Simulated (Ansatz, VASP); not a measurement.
**One calculation of CsI, two programs**

File INCAR:

```
SYSTEM = CsI
PREC     = Accurate       ! precision mode
ENCUT    = 400            ! plane-wave cutoff, eV
EDIFF    = 1E-8           ! SCF threshold, eV
ISMEAR   = -1             ! smearing method
SIGMA    = 0.01           ! smearing width, eV
LREAL    = .False.        ! projectors in reciprocal space
LASPH    = .True.         ! aspherical terms in the spheres
NELM     = 120            ! most SCF steps
ALGO     = Normal         ! electronic algorithm
ISIF     = 2              ! what is computed and relaxed
LWAVE    = .False.        ! write WAVECAR
LCHARG   = .False.        ! write CHGCAR
LEFG     = .True.       
NBANDS   = 15             ! bands
GGA_COMPAT= .False.
```

Contents of KPOINTS:

```
Automatic mesh
0
Gamma
  7 7 7
  0 0 0
```

The input POSCAR:

```
CsI
1.0
    4.5360500832      0.0000000000      0.0000000000
    0.0000000000      4.5360500832      0.0000000000
    0.0000000000      0.0000000000      4.5360500832
Cs I
1 1
Direct
    0.0000000000      0.0000000000      0.0000000000
    0.5000000000      0.5000000000      0.5000000000
```

Input for Ansatz:

```yaml
crystal:
  lattice:
    - [4.5360500832, 0.0, 0.0]
    - [0.0, 4.5360500832, 0.0]
    - [0.0, 0.0, 4.5360500832]
  atoms:
    - { symbol: Cs, position: [0.0, 0.0, 0.0] }
    - { symbol: I, position: [0.5, 0.5, 0.5] }
kpoints:
  mp_grid: { grid: [7, 7, 7] }
scf:
  occupations: { method: fermi_dirac, width: 0.01 }
hamiltonian:
  xc: lda
  pseudopotentials: { kind: all_electron, datasets: crystal }
output:
  forces: true
  stress: true
  eigenvalues: true
  efg: { contact_densities: true }
```

Change from the starting cell: volume scaled by 0.98, crystal datasets.

Alike in both runs: task electric field gradients; functional LDA; k mesh 7 × 7 × 7; occupations fermi-dirac, width 0.01 eV; no spin polarisation.

```csv
,VASP,Ansatz
version,VASP 6.6.1,Ansatz 0.2.0
potentials or method,"VASP PAW LDA potentials, release 64 (Cs_sv, I), cutoff 400 eV","all-electron PAW with datasets made for the crystal, scalar-relativistic"
```

Ansatz gave:

* gap on the k mesh at the Fermi level (eV): 3.62
* pressure (GPa): -1.2

Q: Which values does VASP return?

A: gap on the k mesh at the Fermi level (eV): 3.63; pressure (GPa): -1.2.

LDA's correlation is that of Perdew and Zunger in VASP and of Perdew and Wang (1992) in Ansatz. Ansatz ran all-electron here, and VASP with PAW potentials.

Spin-orbit coupling is off throughout.
